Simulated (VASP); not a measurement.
# La3BeSe3 (Pm-3m) in VASP: density of states with PBE

Aim: the density of states of La3BeSe3 with PBE.

Everything below comes from runs of VASP 6.6.1. Logs are shortened: lines on timing, memory, paths and dates and some standing lists are left out, and cuts for length are marked.

## (1) The cell of the first run

The structure is cubic, space group Pm-3m (No. 221). The conventional cell has a = 6.055 Å, b = 6.055 Å, c = 6.055 Å, α = 90.00°, β = 90.00°, γ = 90.00°. La (site symmetry 4/mmm) has 2 Be at 3.03 Å and 4 Se at 3.03 Å within 4.0 Å. Within 4.0 Å of Be (site symmetry m-3m) lie 6 La at 3.03 Å. Se (site symmetry 4/mmm) has 4 La at 3.03 Å within 4.0 Å.

## (2) Density of states, PBE

File POSCAR:

```
La3BeSe3
1.0
    6.0548561647      0.0000000000      0.0000000000
    0.0000000000      6.0548561647      0.0000000000
    0.0000000000      0.0000000000      6.0548561647
La Be Se
3 1 3
Direct
    0.5000000000      0.5000000000      0.0000000000
    0.0000000000      0.5000000000      0.5000000000
    0.5000000000      0.0000000000      0.5000000000
    0.5000000000      0.5000000000      0.5000000000
    0.5000000000      0.0000000000      0.0000000000
    0.0000000000      0.5000000000      0.0000000000
    0.0000000000      0.0000000000      0.5000000000
```

File INCAR.step1:

```
SYSTEM = La3BeSe3
PREC = Accurate ; ENCUT = 520
EDIFF = 1E-6 ; ISMEAR = 0
SIGMA = 0.1 ; LREAL = .FALSE.
LASPH = .TRUE. ; NELM = 100
ALGO = Normal ; ISIF = 2
LWAVE = .FALSE. ; LCHARG = .TRUE.
LMAXMIX = 6 ; GGA = PE
NBANDS = 36
```

File KPOINTS.step1:

```
Automatic mesh
0
G
  6 6 6
  0 0 0
```

File INCAR.step2:

```
SYSTEM = La3BeSe3
PREC = Accurate ; ENCUT = 520
EDIFF = 1E-6 ; ISMEAR = -5
SIGMA = 0.1 ; LREAL = .FALSE.
LASPH = .TRUE. ; NELM = 100
ALGO = Normal ; ISIF = 2
LWAVE = .FALSE. ; LCHARG = .FALSE.
LMAXMIX = 6 ; GGA = PE
LORBIT = 11 ; NEDOS = 2001
ICHARG = 11
```

File KPOINTS.step2:

```
Automatic mesh
0
G
  9 9 9
  0 0 0
```

Potentials or basis: VASP PAW PBE potentials, release 64 (La, Be, Se).

The run is started by

```
$ cat potpaw_PBE.64/La/POTCAR potpaw_PBE.64/Be/POTCAR potpaw_PBE.64/Se/POTCAR > POTCAR
$ cp INCAR.step1 INCAR
$ cp KPOINTS.step1 KPOINTS
$ mpirun -np 1 vasp_std > vasp.out
$ cp INCAR.step2 INCAR
$ cp KPOINTS.step2 KPOINTS
$ mpirun -np 1 vasp_std > vasp.out
```

OUTCAR:

```text
SYSTEM = La3BeSe3
   PREC = Accurate
   ENCUT = 520
   EDIFF = 1E-6
   ISMEAR = -5
   LREAL = .FALSE.
   LASPH = .TRUE.
   NELM = 100
   ISIF = 2
   GGA = PE
   LORBIT = 11
   ICHARG = 11

 ion  position               nearest neighbor table
   1  0.500  0.500  0.000-   4 3.03   5 3.03   6 3.03   4 3.03   5 3.03   6 3.03
   2  0.000  0.500  0.500-   4 3.03   6 3.03   7 3.03   6 3.03   7 3.03   4 3.03
   3  0.500  0.000  0.500-   4 3.03   5 3.03   7 3.03   5 3.03   4 3.03   7 3.03
   4  0.500  0.500  0.500-   1 3.03   2 3.03   3 3.03   1 3.03   3 3.03   2 3.03
   5  0.500  0.000  0.000-   1 3.03   3 3.03   3 3.03   1 3.03
   6  0.000  0.500  0.000-   1 3.03   2 3.03   2 3.03   1 3.03
   7  0.000  0.000  0.500-   2 3.03   3 3.03   2 3.03   3 3.03

  LATTYP: Found a simple cubic cell.
 ALAT       =     6.0548561647

  Lattice vectors:

 A1 = (   6.0548561647,   0.0000000000,   0.0000000000)
 A2 = (   0.0000000000,   6.0548561647,   0.0000000000)
 A3 = (   0.0000000000,   0.0000000000,   6.0548561647)

Analysis of symmetry for initial positions (statically):
=====================================================================
 Subroutine PRICEL returns:
 Original cell was already a primitive cell.

 Routine SETGRP: Setting up the symmetry group for a
 simple cubic supercell.

 Subroutine GETGRP returns: Found 48 space group operations
 (whereof 48 operations were pure point group operations)
 out of a pool of 48 trial point group operations.

The static configuration has the point symmetry O_h .

Analysis of symmetry for dynamics (positions and initial velocities):
=====================================================================
 Subroutine PRICEL returns:
 Original cell was already a primitive cell.

 Routine SETGRP: Setting up the symmetry group for a
 simple cubic supercell.

 Subroutine GETGRP returns: Found 48 space group operations
 (whereof 48 operations were pure point group operations)
 out of a pool of 48 trial point group operations.

The dynamic configuration has the point symmetry O_h .

 Subroutine INISYM returns: Found 48 space group operations
 (whereof 48 operations are pure point group operations),
 and found     1 'primitive' translations

----------------------------------------------------------------------------------------

                                     Primitive cell

  volume of cell :     221.9788

  direct lattice vectors                    reciprocal lattice vectors
     6.054856165  0.000000000  0.000000000     0.165156690  0.000000000  0.000000000
     0.000000000  6.054856165  0.000000000     0.000000000  0.165156690  0.000000000
     0.000000000  0.000000000  6.054856165     0.000000000  0.000000000  0.165156690

  length of vectors
     6.054856165  6.054856165  6.054856165     0.165156690  0.165156690  0.165156690

  position of ions in fractional coordinates (direct lattice)
     0.500000000  0.500000000  0.000000000
     0.000000000  0.500000000  0.500000000
     0.500000000  0.000000000  0.500000000
     0.500000000  0.500000000  0.500000000
     0.500000000  0.000000000  0.000000000
     0.000000000  0.500000000  0.000000000
     0.000000000  0.000000000  0.500000000

  ion indices of the primitive-cell ions
   primitive index   ion index
                 1           1
                 2           2
                 3           3
                 4           4
                 5           5
                 6           6
                 7           7

----------------------------------------------------------------------------------------

 KPOINTS: Automatic mesh

Automatic generation of k-mesh.
 Grid dimensions read from file:
 generate k-points for:    9    9    9

 Generating k-lattice:

  Cartesian coordinates                     Fractional coordinates (reciprocal lattice)
     0.018350743  0.000000000  0.000000000     0.111111111  0.000000000  0.000000000
     0.000000000  0.018350743  0.000000000     0.000000000  0.111111111  0.000000000
     0.000000000  0.000000000  0.018350743     0.000000000  0.000000000  0.111111111

  Length of vectors
     0.018350743  0.018350743  0.018350743

  Shift w.r.t. Gamma in fractional coordinates (k-lattice)
     0.000000000  0.000000000  0.000000000

 TETIRR: Found    353 inequivalent tetrahedra from     4374

 Subroutine IBZKPT returns following result:
 ===========================================

 Found     35 irreducible k-points:

 Following reciprocal coordinates:
            Coordinates               Weight
  0.000000  0.000000  0.000000      1.000000
  0.111111  0.000000  0.000000      6.000000
  0.222222  0.000000  0.000000      6.000000
  0.333333  0.000000  0.000000      6.000000
  0.444444  0.000000  0.000000      6.000000
  0.111111  0.111111  0.000000     12.000000
[... 16 lines left out ...]
  0.333333  0.333333  0.111111     24.000000
  0.444444  0.333333  0.111111     48.000000
 [... further k-points ...]
   k-points           NKPTS =     35   k-points in BZ     NKDIM =     35   number of bands    NBANDS=     31
   number of dos      NEDOS =   2001   number of ions     NIONS =      7
   total plane-waves  NPLWV = 110592
   dimension x,y,z NGX =    48 NGY =   48 NGZ =   48
   dimension x,y,z NGXF=    96 NGYF=   96 NGZF=   96
   ions per type =               3   1   3
   NGX,Y,Z   is equivalent  to a cutoff of  13.18, 13.18, 13.18 a.u.
   NGXF,Y,Z  is equivalent  to a cutoff of  26.36, 26.36, 26.36 a.u.
 SYSTEM =  La3BeSe3
   PREC   = accura    normal or accurate (medium, high low for compatibility)
   ISTART =      0    job   : 0-new  1-cont  2-samecut
   ICHARG =     11    charge: 1-file 2-atom 10-const
   ISPIN  =      1    spin polarized calculation?
   LNONCOLLINEAR =      F non collinear calculations
   LSORBIT =      F    spin-orbit coupling
   LASPH  =      T    aspherical Exc in radial PAW
   ENCUT  =  520.0 eV  38.22 Ry    6.18 a.u.  11.26 11.26 11.26*2*pi/ulx,y,z
   NELM   =    100;   NELMIN=  2; NELMDL=  0     # of ELM steps
   EDIFF  = 0.1E-05   stopping-criterion for ELM
   LREAL  =      F    real-space projection
   EDIFFG = 0.1E-04   stopping-criterion for IOM
   NSW    =      0    number of steps for IOM
   IBRION =     -1    ionic relax: 0-MD 1-quasi-New 2-CG
   NFREE  =      0    steps in history (QN), initial steepest desc. (CG)
   ISIF   =      2    stress and relaxation
   ISYM   =      2    0-nonsym 1-usesym 2-fastsym
   POTIM  = 0.5000    time-step for ionic-motion
   TEBEG  =    0.0;   TEEND  =   0.0 temperature during run
   PSTRESS=    0.0 pullay stress
   NELECT =      53.0000    total number of electrons
   NUPDOWN=      -1.0000    fix difference up-down
   EMIN   =  10.00;   EMAX   =-10.00  energy-range for DOS
   EFERMI =   0.00;   METHOD = LEGACY
   ISMEAR =    -5;   SIGMA  =   0.10  broadening in eV -4-tet -1-fermi 0-gaus
   EFERMI_NEDOS =   21; number of points for ismear=-14 and -15
   IALGO  =     38    algorithm
   IMIX   =      4    mixing-type and parameters
     AMIX     =   0.40;   BMIX     =  1.00
     AMIX_MAG =   1.60;   BMIX_MAG =  1.00
  volume/ion in A,a.u.               =      31.71       214.00
  Fermi-wavevector in a.u.,A,eV,Ry     =   1.015616  1.919236 14.034087  1.031476
  Thomas-Fermi vector in A             =   2.148912
   LORBIT       =     11    0 simple, 1 ext, 2 COOP (PROOUT), +10 PAW based schemes
   GGA     = PE    functional components
   LHFCALC =     F    Hartree Fock is set to
   AEXX    =    0.0000 exact exchange contribution
   IVDW    =     0    specifies the selected vdW correction
   LEPSILON=     F    determine dielectric tensor
   LRPA    =     F    only Hartree local field effects (RPA)
 non-spin polarized calculation
 Fermi weights with tetrahedron method with Bloechl corrections
  energy-cutoff  :      520.00
  volume of cell :      221.98
 maximum number of plane-waves:      6031
 NGX is ok and might be reduce to    48

 number of electron      52.9999989 magnetization

 Free energy of the ion-electron system (eV)
  ---------------------------------------------------
  ext. energy  EPLUGINS =         0.00000000
  ---------------------------------------------------
  free energy    TOTEN  =       -36.59629107 eV

  energy without entropy =      -36.59629107  energy(sigma->0) =      -36.59629107

 E-fermi :   4.3079     XC(G=0):  -8.7576

 val. band max:        4.3068377293   @ k =   0.3333   0.1111   0.1111
 cond. band min:       4.3042374530   @ k =   0.4444   0.4444   0.1111
 fundamental gap:     -0.0026002764
 Fermi energy:         4.3079063677

 k-point     1 :       0.0000    0.0000    0.0000
  band No.  band energies     occupation
      1     -28.2014      2.00000
      2     -28.1586      2.00000
      3     -28.1586      2.00000
      4     -12.1063      2.00000
      5     -12.1063      2.00000
      6     -12.1063      2.00000
[... 23 lines left out ...]
     30       5.6191      0.00000
     31       5.6191      0.00000

 k-point     2 :       0.1111    0.0000    0.0000
  band No.  band energies     occupation
      1     -28.2002      2.00000
      2     -28.1597      2.00000
      3     -28.1585      2.00000
      4     -12.1044      2.00000
      5     -12.1009      2.00000
      6     -12.1009      2.00000
[... 23 lines left out ...]
     30       5.6397      0.00000
     31       5.6397      0.00000

 k-point     3 :       0.2222    0.0000    0.0000
  band No.  band energies     occupation
      1     -28.1969      2.00000
      2     -28.1629      2.00000
      3     -28.1585      2.00000
      4     -12.0986      2.00000
      5     -12.0860      2.00000
      6     -12.0860      2.00000
[... 703 lines left out ...]
     30       5.9809      0.00000
     31       6.1370      0.00000

 k-point    24 :       0.4444    0.3333    0.1111
  band No.  band energies     occupation
      1     -28.1801      2.00000
      2     -28.1719      2.00000
      3     -28.1657      2.00000
      4     -12.2491      2.00000
      5     -12.1197      2.00000
      6     -12.0973      2.00000
[... 23 lines left out ...]
     30       6.1231      0.00000
     31       6.3240      0.00000

 [... further k-points ...]
[... 5 lines left out ...]
  --------------------------------------------------------------------------------------
  -------------------------------------------------------------------------------------
  Total       -0.1203942     -0.1203942     -0.1203942     -0.0000000      0.0000000     -0.0000000
  in kB       -0.8689695     -0.8689695     -0.8689695     -0.0000000      0.0000000     -0.0000000
  external PRESSURE =      -0.8689695 kB  Pullay stress =       0.0000000 kB

 VOLUME and BASIS-vectors are now :
 -----------------------------------------------------------------------------
  energy-cutoff  :      520.00
  volume of cell :      221.98
      direct lattice vectors                 reciprocal lattice vectors
     6.054856165  0.000000000  0.000000000     0.165156690  0.000000000  0.000000000
     0.000000000  6.054856165  0.000000000     0.000000000  0.165156690  0.000000000
     0.000000000  0.000000000  6.054856165     0.000000000  0.000000000  0.165156690

 POSITION                                       TOTAL-FORCE (eV/Angst)
 -----------------------------------------------------------------------------------
      3.02743      3.02743      0.00000         0.000000      0.000000      0.000000
      0.00000      3.02743      3.02743         0.000000      0.000000      0.000000
      3.02743      0.00000      3.02743         0.000000      0.000000      0.000000
      3.02743      3.02743      3.02743         0.000000      0.000000      0.000000
      3.02743      0.00000      0.00000         0.000000      0.000000      0.000000
      0.00000      3.02743      0.00000         0.000000      0.000000      0.000000
      0.00000      0.00000      3.02743         0.000000      0.000000      0.000000
 -----------------------------------------------------------------------------------
    total drift:                                0.000000      0.000000      0.000000

  FREE ENERGIE OF THE ION-ELECTRON SYSTEM (eV)
  ---------------------------------------------------
  free  energy   TOTEN  =       -36.5962910691 eV

  energy  without entropy=      -36.5962910691  energy(sigma->0) =      -36.59629107

 total charge

# of ion       s       p       d       f       tot
--------------------------------------------------
    1        2.023   5.645   0.655   0.141   8.465
    2        2.023   5.645   0.655   0.141   8.465
    3        2.023   5.645   0.655   0.141   8.465
    4        0.515   0.432   0.000   0.000   0.947
    5        1.443   2.436   0.007   0.000   3.886
    6        1.443   2.436   0.007   0.000   3.886
    7        1.443   2.436   0.007   0.000   3.886
--------------------------------------------------
tot         10.914  24.676   1.988   0.422  37.999
```

Wall time 7.6 min (1 thread of Intel Xeon Platinum 8259CL at 2.50GHz (Skylake/Cascade Lake), shared host); peak memory 0.46 GiB.

What came out:

```
Valence electrons inside the program's atomic spheres : La 8.46; Be 0.95; Se 3.89
```

Caveat: spin-orbit coupling is left out, which moves the levels of the heavy elements; tetrahedron occupations give inexact forces and stress in metals.
